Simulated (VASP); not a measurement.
# InSb (I-4m2) in VASP: further runs, part 3 of 3

VASP 6.6.1.

## (5) Single point, LDA

This run uses another cell than the first one, of the same volume but with other edges.

Input file INCAR:

```
PREC = Accurate
ENCUT = 500
EDIFF = 1E-6
ISMEAR = 0
SIGMA = 0.15
LREAL = False
LASPH = True
NELM = 120
ALGO = Normal
ISIF = 2
LWAVE = False
LCHARG = False
NBANDS = 16
GGA_COMPAT = False
```

Input file KPOINTS:

```
Automatic mesh
0
Gamma
  22 22 22
```

Input file POSCAR:

```
InSb
1.0
   -2.8526559370      2.8526559370      1.7437269914
    2.8526559370     -2.8526559370      1.7437269914
    2.8526559370      2.8526559370     -1.7437269914
In Sb
1 1
Direct
    0.2500000000      0.7500000000      0.5000000000
    0.0000000000      0.0000000000      0.0000000000
```

Potentials or basis: VASP PAW LDA potentials, release 64 (In_d, Sb).

Run with:

```sh
$ cat potpaw_LDA.64/In_d/POTCAR potpaw_LDA.64/Sb/POTCAR > POTCAR
$ mpirun -np 1 vasp_std > vasp.out
```

OUTCAR:

```text
PREC = Accurate
   ENCUT = 500
   EDIFF = 1E-6
   ISMEAR = 0
   LREAL = False
   LASPH = True
   NELM = 120
   ISIF = 2

 ion  position               nearest neighbor table
   1  0.250  0.750  0.500-   2 2.98   2 2.98   2 2.98   2 2.98   2 3.87   2 3.87   2 3.87   2 3.87

   2  0.000  0.000  0.000-   1 2.98   1 2.98   1 2.98   1 2.98   1 3.87   1 3.87   1 3.87   1 3.87

  LATTYP: Found a body centered tetragonal cell.
 ALAT       =     5.7053118740
 C/A-ratio  =     0.6112643901

  Lattice vectors:

 A1 = (  -2.8526559370,   2.8526559370,   1.7437269914)
 A2 = (   2.8526559370,  -2.8526559370,   1.7437269914)
 A3 = (   2.8526559370,   2.8526559370,  -1.7437269914)

Analysis of symmetry for initial positions (statically):
=====================================================================
 Subroutine PRICEL returns:
 Original cell was already a primitive cell.

 Routine SETGRP: Setting up the symmetry group for a
 body centered tetragonal supercell.

 Subroutine GETGRP returns: Found  8 space group operations
 (whereof  8 operations were pure point group operations)
 out of a pool of 16 trial point group operations.

The static configuration has the point symmetry D_2d.

Analysis of symmetry for dynamics (positions and initial velocities):
=====================================================================
 Subroutine PRICEL returns:
 Original cell was already a primitive cell.

 Routine SETGRP: Setting up the symmetry group for a
 body centered tetragonal supercell.

 Subroutine GETGRP returns: Found  8 space group operations
 (whereof  8 operations were pure point group operations)
 out of a pool of 16 trial point group operations.

The dynamic configuration has the point symmetry D_2d.

 Subroutine INISYM returns: Found  8 space group operations
 (whereof  8 operations are pure point group operations),
 and found     1 'primitive' translations

[... 110 lines left out ...]
   EFERMI_NEDOS =   21; number of points for ismear=-14 and -15
   IALGO  =     38    algorithm
   IMIX   =      4    mixing-type and parameters
     AMIX     =   0.40;   BMIX     =  1.00
     AMIX_MAG =   1.60;   BMIX_MAG =  1.00
  volume/ion in A,a.u.               =      28.38       191.52
  Fermi-wavevector in a.u.,A,eV,Ry     =   1.116400  2.109690 16.957613  1.246349
  Thomas-Fermi vector in A             =   2.253014
   LORBIT       =      0    0 simple, 1 ext, 2 COOP (PROOUT), +10 PAW based schemes
   GGA     = CA    functional components
   LHFCALC =     F    Hartree Fock is set to
   AEXX    =    0.0000 exact exchange contribution
   IVDW    =     0    specifies the selected vdW correction
   LEPSILON=     F    determine dielectric tensor
   LRPA    =     F    only Hartree local field effects (RPA)
 non-spin polarized calculation
 Gauss-broadening in eV      SIGMA  =   0.15
  energy-cutoff  :      500.00
  volume of cell :       56.76
 maximum number of plane-waves:      1482
   NGX = 15   NGY = 15   NGZ = 15

 number of electron      18.0000009 magnetization

 Free energy of the ion-electron system (eV)
  ---------------------------------------------------
  ext. energy  EPLUGINS =         0.00000000
  ---------------------------------------------------
  free energy    TOTEN  =        -7.97417461 eV

  energy without entropy =       -7.96387881  energy(sigma->0) =       -7.96902671

 E-fermi :   6.8431     XC(G=0): -10.0699

 val. band max:        6.8428528165   @ k =  -0.2273   0.0909   0.0455
 cond. band min:       6.8439597439   @ k =  -0.2273   0.3182   0.2273
 fundamental gap:      0.0011069275
 Fermi energy:         6.8431039372

 k-point     1 :       0.0000    0.0000    0.0000
  band No.  band energies     occupation
      1      -7.7611      2.00000
      2      -7.6346      2.00000
      3      -7.6249      2.00000
      4      -7.5876      2.00000
      5      -7.5876      2.00000
      6      -4.3806      2.00000
[... 433 lines left out ...]
      3      -7.6475      2.00000
      4      -7.5787      2.00000
      5      -7.5542      2.00000
      6      -2.0319      2.00000
[... 8 lines left out ...]
     15      15.7388      0.00000
     16      17.5687      0.00000

 [... further k-points ...]

------------------------ aborting loop because EDIFF is reached ----------------------------------------

  FORCE on cell =-STRESS in cart. coord.  units (eV):
  Direction    XX          YY          ZZ          XY          YZ          ZX
  --------------------------------------------------------------------------------------
  -------------------------------------------------------------------------------------
  Total       -0.7671360     -0.7671360     -1.9394173      0.0000000      0.0000000      0.0000000
  in kB      -21.6543753    -21.6543753    -54.7450158      0.0000000      0.0000000      0.0000000
  external PRESSURE =     -32.6845888 kB  Pullay stress =       0.0000000 kB

 VOLUME and BASIS-vectors are now :
 -----------------------------------------------------------------------------
  energy-cutoff  :      500.00
  volume of cell :       56.76
      direct lattice vectors                 reciprocal lattice vectors
    -2.852655937  2.852655937  1.743726991     0.000000000  0.175275256  0.286742135
     2.852655937 -2.852655937  1.743726991     0.175275256  0.000000000  0.286742135
     2.852655937  2.852655937 -1.743726991     0.175275256  0.175275256  0.000000000

 POSITION                                       TOTAL-FORCE (eV/Angst)
 -----------------------------------------------------------------------------------
      2.85266     -0.00000      0.87186        -0.000000     -0.000000     -0.000000
      0.00000      0.00000      0.00000         0.000000      0.000000      0.000000
 -----------------------------------------------------------------------------------
    total drift:                                0.000000     -0.000000      0.000000

  FREE ENERGIE OF THE ION-ELECTRON SYSTEM (eV)
  ---------------------------------------------------
  free  energy   TOTEN  =        -7.9741746052 eV

  energy  without entropy=       -7.9638788097  energy(sigma->0) =       -7.96902671
```

OSZICAR:

```text
N       E                     dE             d eps       ncg     rms          rms(c)
DAV:   1     0.107517514805E+03    0.10752E+03   -0.79180E+03 26720   0.116E+03
DAV:   2    -0.157212572016E+01   -0.10909E+03   -0.10581E+03 30064   0.289E+02
DAV:   3    -0.787755294532E+01   -0.63054E+01   -0.62603E+01 33856   0.683E+01
DAV:   4    -0.803661917441E+01   -0.15907E+00   -0.15903E+00 32456   0.123E+01
DAV:   5    -0.804534013372E+01   -0.87210E-02   -0.87208E-02 39792   0.253E+00    0.348E+00
DAV:   6    -0.798651013952E+01    0.58830E-01   -0.85627E-02 35296   0.480E+00    0.188E+00
DAV:   7    -0.797526523686E+01    0.11245E-01   -0.27690E-02 36680   0.186E+00    0.394E-01
DAV:   8    -0.797422948436E+01    0.10358E-02   -0.30694E-03 33536   0.699E-01    0.197E-01
DAV:   9    -0.797418384125E+01    0.45643E-04   -0.30343E-04 36792   0.143E-01    0.688E-02
DAV:  10    -0.797417459471E+01    0.92465E-05   -0.21958E-05 36864   0.471E-02    0.278E-02
DAV:  11    -0.797417460519E+01   -0.10479E-07   -0.24375E-06 31976   0.182E-02
   1 F= -.79741746E+01 E0= -.79690267E+01  d E =-.102958E-01
```

stdout:

```text
POSCAR found type information on POSCAR InSb
 POSCAR found :  2 types and       2 ions
 scaLAPACK will be used
 LDA part: xc-table for (Slater(with rela. corr.)+CA(PZ))
 , standard interpolation
 POSCAR, INCAR and KPOINTS ok, starting setup
 FFT: planning ... GRIDC
 FFT: planning ... GRID_SOFT
 FFT: planning ... GRID
 WAVECAR not read
 entering main loop
```

Run time: 9.3 min. Hardware: 1 thread of Intel Xeon 8259CL, shared host; peak memory 0.78 GiB.

Results:

```
Free energy            : -7.9742 eV
Pressure               : -3.3 GPa
Band gap on the k mesh : zero (bands 9 and 10 overlap by 4.35 eV)
```

Stress tensor (GPa, compression positive):
```
-2.17  0.00  0.00
 0.00 -2.17  0.00
 0.00  0.00 -5.47
```

Caveat: the cell stands under tension; spin-orbit coupling is left out, which moves the levels of the heavy elements.

## (6) Summary

```tsv
cell	gap on the mesh (eV)	pressure (GPa)
a = 4.702 Å, angles 95.2, 95.2, 145.1°, 2 atoms	none	-0.7
a = 4.285 Å, angles 101.9, 101.9, 125.9°, 2 atoms	none	-0.2
a = 4.553 Å, angles 96.6, 96.6, 140.3°, 2 atoms	none	-4.0
a = 4.395 Å, angles 99.1, 99.1, 133.2°, 2 atoms	none	-3.3
```

Alike in all rows: task single point; level LDA; potentials or basis VASP PAW LDA potentials, release 64 (In_d, Sb); no spin polarisation; k mesh 22 × 22 × 22; cutoff (eV) 500; smearing gaussian 0.15 eV.

Caveats: spin-orbit coupling is left out, which moves the levels of the heavy elements; the cell stands under tension (at least some runs).

Total energies depend on the potentials used, so only differences within one code and one set of settings carry meaning.
